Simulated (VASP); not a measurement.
# Ge (Fd-3m) in VASP: vibrations by perturbation theory with PBE

Aim: the vibrations by perturbation theory of Ge with PBE.

All numbers are computed with VASP 6.6.1; they aren't measurements. Logs are shortened: lines on timing, memory, paths and dates and some standing lists are left out, and cuts for length are marked.

## (1) The cell of the first run

It takes space group Fd-3m (No. 227, cubic). Conventional cell: a = 5.658 Å, b = 5.658 Å, c = 5.658 Å, α = 90.00°, β = 90.00°, γ = 90.00°. Ge (site symmetry -43m) has 4 Ge at 2.45 Å within 3.2 Å.

## (2) Vibrations by perturbation theory, PBE

The input, INCAR:

```
SYSTEM = Ge
PREC     = Accurate       ! precision mode
ENCUT    = 520            ! plane-wave cutoff, eV
EDIFF    = 1E-8           ! SCF threshold, eV
ISMEAR   = 0              ! smearing method
SIGMA    = 0.01           ! smearing width, eV
LREAL    = .FALSE.        ! projectors in reciprocal space
LASPH    = .TRUE.         ! aspherical terms in the spheres
NELM     = 100            ! most SCF steps
ALGO     = Normal         ! electronic algorithm
ISIF     = 2              ! what is computed and relaxed
LWAVE    = .FALSE.        ! write WAVECAR
LCHARG   = .FALSE.        ! write CHGCAR
GGA      = PE             ! functional
NBANDS   = 21             ! bands
IBRION   = 8              ! ionic algorithm
NSW      = 1              ! ionic steps
```

The input, KPOINTS:

```
regular mesh
0
G
  3 3 3
  0 0 0
```

The input, POSCAR:

```
Ge
1.0
    0.0000000000      2.8289100000      2.8289100000
    2.8289100000      0.0000000000      2.8289100000
    2.8289100000      2.8289100000      0.0000000000
Ge
2
Direct
    0.0000000000      0.0000000000      0.0000000000
    0.2500000000      0.2500000000      0.2500000000
```

Potentials or basis: VASP PAW PBE potentials, release 64 (Ge_d).

Run with:

```sh
$ cat potpaw_PBE.64/Ge_d/POTCAR > POTCAR
$ mpirun -np 1 vasp_std > vasp.out
```

OUTCAR:

```text
SYSTEM = Ge
   PREC = Accurate
   ENCUT = 520
   EDIFF = 1E-8
   ISMEAR = 0
   LREAL = .FALSE.
   LASPH = .TRUE.
   NELM = 100
   ISIF = 2
   GGA = PE
   IBRION = 8
   NSW = 1

 ion  position               nearest neighbor table
   1  0.000  0.000  0.000-   2 2.45   2 2.45   2 2.45   2 2.45
   2  0.250  0.250  0.250-   1 2.45   1 2.45   1 2.45   1 2.45

  LATTYP: Found a face centered cubic cell.
 ALAT       =     5.6578200000

  Lattice vectors:

 A1 = (   0.0000000000,   2.8289100000,   2.8289100000)
 A2 = (   2.8289100000,   0.0000000000,   2.8289100000)
 A3 = (   2.8289100000,   2.8289100000,   0.0000000000)

Analysis of symmetry for initial positions (statically):
=====================================================================
 Subroutine PRICEL returns:
 Original cell was already a primitive cell.

 Routine SETGRP: Setting up the symmetry group for a
 face centered cubic supercell.

 Subroutine GETGRP returns: Found 48 space group operations
 (whereof 24 operations were pure point group operations)
 out of a pool of 48 trial point group operations.

The static configuration has the point symmetry T_d .
 The point group associated with its full space group is O_h .

Analysis of symmetry for dynamics (positions and initial velocities):
=====================================================================
 Subroutine PRICEL returns:
 Original cell was already a primitive cell.

 Routine SETGRP: Setting up the symmetry group for a
 face centered cubic supercell.

 Subroutine GETGRP returns: Found 48 space group operations
 (whereof 24 operations were pure point group operations)
 out of a pool of 48 trial point group operations.

The dynamic configuration has the point symmetry T_d .
 The point group associated with its full space group is O_h .

 Subroutine INISYM returns: Found 48 space group operations
 (whereof 24 operations are pure point group operations),
 and found     1 'primitive' translations

----------------------------------------------------------------------------------------

                                     Primitive cell

  volume of cell :      45.2780

  direct lattice vectors                    reciprocal lattice vectors
     0.000000000  2.828910000  2.828910000    -0.176746521  0.176746521  0.176746521
     2.828910000  0.000000000  2.828910000     0.176746521 -0.176746521  0.176746521
     2.828910000  2.828910000  0.000000000     0.176746521  0.176746521 -0.176746521

  length of vectors
     4.000682889  4.000682889  4.000682889     0.306133954  0.306133954  0.306133954

  position of ions in fractional coordinates (direct lattice)
     0.000000000  0.000000000  0.000000000
     0.250000000  0.250000000  0.250000000

  ion indices of the primitive-cell ions
   primitive index   ion index
                 1           1
                 2           2

----------------------------------------------------------------------------------------

 KPOINTS: regular mesh

Automatic generation of k-mesh.
 Grid dimensions read from file:
 generate k-points for:    3    3    3

 Generating k-lattice:

  Cartesian coordinates                     Fractional coordinates (reciprocal lattice)
    -0.058915507  0.058915507  0.058915507     0.333333333  0.000000000  0.000000000
     0.058915507 -0.058915507  0.058915507     0.000000000  0.333333333  0.000000000
     0.058915507  0.058915507 -0.058915507     0.000000000  0.000000000  0.333333333

  Length of vectors
[... 47 lines left out ...]
   EMIN   =  10.00;   EMAX   =-10.00  energy-range for DOS
   EFERMI =   0.00;   METHOD = LEGACY
   ISMEAR =     0;   SIGMA  =   0.01  broadening in eV -4-tet -1-fermi 0-gaus
   EFERMI_NEDOS =   21; number of points for ismear=-14 and -15
   IALGO  =     38    algorithm
   IMIX   =      4    mixing-type and parameters
     AMIX     =   0.40;   BMIX     =  1.00
     AMIX_MAG =   1.60;   BMIX_MAG =  1.00
  volume/ion in A,a.u.               =      22.64       152.78
  Fermi-wavevector in a.u.,A,eV,Ry     =   1.394756  2.635708 26.468033  1.945346
  Thomas-Fermi vector in A             =   2.518275
   LORBIT       =      0    0 simple, 1 ext, 2 COOP (PROOUT), +10 PAW based schemes
   GGA     = PE    functional components
   LHFCALC =     F    Hartree Fock is set to
   AEXX    =    0.0000 exact exchange contribution
   IVDW    =     0    specifies the selected vdW correction
   LEPSILON=     F    determine dielectric tensor
   LRPA    =     F    only Hartree local field effects (RPA)
 non-spin polarized calculation
 Gauss-broadening in eV      SIGMA  =   0.01
  energy-cutoff  :      520.00
  volume of cell :       45.28
 maximum number of plane-waves:      1243
 NGX is ok and might be reduce to    30
   NGX = 15   NGY = 15   NGZ = 15

--------------------------------------- Ionic step        1  -------------------------------------------

 number of electron      28.0000022 magnetization

 Free energy of the ion-electron system (eV)
  ---------------------------------------------------
  ext. energy  EPLUGINS =         0.00000000
  ---------------------------------------------------
  free energy    TOTEN  =        -8.23729306 eV

  energy without entropy =       -8.23728991  energy(sigma->0) =       -8.23729149

 E-fermi :   5.1193     XC(G=0):  -9.8382

 val. band max:        5.0949433406   @ k =   0.0000   0.0000   0.0000
 cond. band min:       5.1415251848   @ k =   0.0000   0.0000   0.0000
 fundamental gap:      0.0465818441
 Fermi energy:         5.1193243664

 k-point     1 :       0.0000    0.0000    0.0000
  band No.  band energies     occupation
      1     -19.6928      2.00000
      2     -19.6928      2.00000
      3     -19.6928      2.00000
      4     -19.6588      2.00000
      5     -19.6588      2.00000
      6     -19.4471      2.00000
[... 85 lines left out ...]
     20      13.9972      0.00000
     21      18.6832      0.00000

------------------------ aborting loop because EDIFF is reached ----------------------------------------

  FORCE on cell =-STRESS in cart. coord.  units (eV):
  Direction    XX          YY          ZZ          XY          YZ          ZX
  --------------------------------------------------------------------------------------
  -------------------------------------------------------------------------------------
  Total        1.2397835      1.2397835      1.2397835     -0.0000000     -0.0000000     -0.0000000
  in kB       43.8701431     43.8701431     43.8701431     -0.0000000     -0.0000000     -0.0000000
  external PRESSURE =      43.8701431 kB  Pullay stress =       0.0000000 kB

 VOLUME and BASIS-vectors are now :
 -----------------------------------------------------------------------------
  energy-cutoff  :      520.00
  volume of cell :       45.28
      direct lattice vectors                 reciprocal lattice vectors
     0.000000000  2.828910000  2.828910000    -0.176746521  0.176746521  0.176746521
     2.828910000  0.000000000  2.828910000     0.176746521 -0.176746521  0.176746521
     2.828910000  2.828910000  0.000000000     0.176746521  0.176746521 -0.176746521

 POSITION                                       TOTAL-FORCE (eV/Angst)
 -----------------------------------------------------------------------------------
      0.00000      0.00000      0.00000        -0.000000     -0.000000     -0.000000
      1.41446      1.41446      1.41446         0.000000      0.000000      0.000000
 -----------------------------------------------------------------------------------
    total drift:                                0.000000     -0.000000      0.000000

  FREE ENERGIE OF THE ION-ELECTRON SYSTEM (eV)
  ---------------------------------------------------
  free  energy   TOTEN  =        -8.2372930642 eV

  energy  without entropy=       -8.2372899121  energy(sigma->0) =       -8.23729149

[... ionic steps 2 to 3 ...]

--------------------------------------- Ionic step        4  -------------------------------------------

 Free energy of the ion-electron system (eV)
  ---------------------------------------------------
  ---------------------------------------------------
  free energy    TOTEN  =        -0.19330559 eV

  energy without entropy =       -0.19330559

------------------------ aborting loop because EDIFF is reached ----------------------------------------

 INTERNAL STRAIN TENSOR  FOR ION    1  DIRECTION 1   (eV/Angst):
 -----------------------------------------------------------------------------
    -0.04069 -0.00000  0.00000
    -0.00000  0.02727  9.11780
     0.00000  9.11780  0.02727

 INTERNAL STRAIN TENSOR FOR ION    2 for displacements in x,y,z  (eV/Angst):
          X           Y           Z          XY          YZ          ZX
  --------------------------------------------------------------------------------
  x     0.00000    -0.00000    -0.00000     0.00000    -9.11780     0.00000
  y    -0.00000    -0.00000    -0.00000     0.00000     0.00000    -9.11780
  z    -0.00000    -0.00000     0.00000    -9.11780     0.00000     0.00000

 SECOND DERIVATIVES (NOT SYMMETRIZED)
 ------------------------------------
               1X          1Y          1Z          2X          2Y          2Z
  1X   -10.301837    0.000000    0.000000   10.301837    0.000000    0.000000
  1Y     0.000000  -10.301837    0.000000    0.000000   10.301837    0.000000
  1Z     0.000000    0.000000  -10.301837    0.000000    0.000000   10.301837
  2X    10.301837    0.000000    0.000000  -10.301837    0.000000    0.000000
  2Y     0.000000   10.301837    0.000000    0.000000  -10.301837    0.000000
  2Z     0.000000    0.000000   10.301837    0.000000    0.000000  -10.301837

 Eigenvectors and eigenvalues of the dynamical matrix
 ----------------------------------------------------

   1 f  =    8.327696 THz    52.324456 2PiTHz  277.782031 cm-1    34.440567 meV
             X         Y         Z           dx          dy          dz
      0.000000  0.000000  0.000000     0.000000   -0.707107    0.000000
      1.414455  1.414455  1.414455     0.000000    0.707107    0.000000
[... 21 lines left out ...]
   6 f  =    0.000000 THz     0.000000 2PiTHz    0.000000 cm-1     0.000000 meV
             X         Y         Z           dx          dy          dz
      0.000000  0.000000  0.000000     0.000000    0.000000    0.707107
      1.414455  1.414455  1.414455     0.000000    0.000000    0.707107

--------------------------------------------------------------------------------------------------------

 ELASTIC MODULI CONTR FROM IONIC RELAXATION (kBar)
 Direction    XX          YY          ZZ          XY          YZ          ZX
 --------------------------------------------------------------------------------
 XX          -0.0000     -0.0000      0.0000     -0.0000      0.0000     -0.0000
 YY          -0.0000     -0.0000     -0.0000     -0.0000     -0.0000     -0.0000
 ZZ           0.0000     -0.0000     -0.0000      0.0000     -0.0000     -0.0000
 XY          -0.0000     -0.0000      0.0000   -285.5542      0.0000      0.0000
 YZ           0.0000     -0.0000     -0.0000      0.0000   -285.5542      0.0000
 ZX          -0.0000     -0.0000     -0.0000      0.0000      0.0000   -285.5542
 --------------------------------------------------------------------------------
```

Run time: 60 s. Hardware: 1 thread of AMD EPYC 9R45, shared host; peak memory 0.15 GiB.

What came out:

```
Highest phonon frequency at Γ : 278 cm⁻¹
```

Phonon frequencies in cm⁻¹ (negative: imaginary):
| q point | frequencies |
| --- | --- |
| (0.000, 0.000, 0.000) | 0 0 0 278 278 278 |

Caveat: the k points lie up to 0.64 Å⁻¹ apart; the cell wasn't relaxed at this level first, which shifts response properties.
